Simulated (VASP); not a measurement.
**As: single point with revPBE**

The system is As.

```
As
1.0
    -1.66738    1.66738    1.66738
     1.66738   -1.66738    1.66738
     1.66738    1.66738   -1.66738
As
1
Direct
  0.00000 0.00000 0.00000
```

This cell differs from its parent crystal: volume scaled by 0.96.

```
Program                : VASP 6.6.1
Task                   : single point
Functional             : revPBE
Potentials or basis    : VASP PAW PBE potentials, release 64 (As)
Cutoff                 : 520 eV
k mesh                 : 15 × 15 × 15
Occupations            : fermi-dirac, width 0.1 eV
Spin                   : no spin polarisation
Dipole correction      : no
Further INCAR settings : ALGO = Normal; EDIFF = 1e-06; NBANDS = 8
```

| Quantity | Value |
| --- | --- |
| Pressure | 3.4 GPa |

Levels at points of the mesh, in eV from the Fermi level:
| k point | band 1 | band 2 | band 3 | band 4 | band 5 |
| --- | --- | --- | --- | --- | --- |
| (0.00, 0.00, 0.00) | -15.29 | 6.15 | 6.15 | 6.15 | 13.13 |

Run time: 12 s on 1 thread of Intel Xeon 6975P-C, with other jobs on the host, peak memory 0.14 GiB.

Caveat: the PAW data sets were made with another functional, which shifts forces and pressure a little.
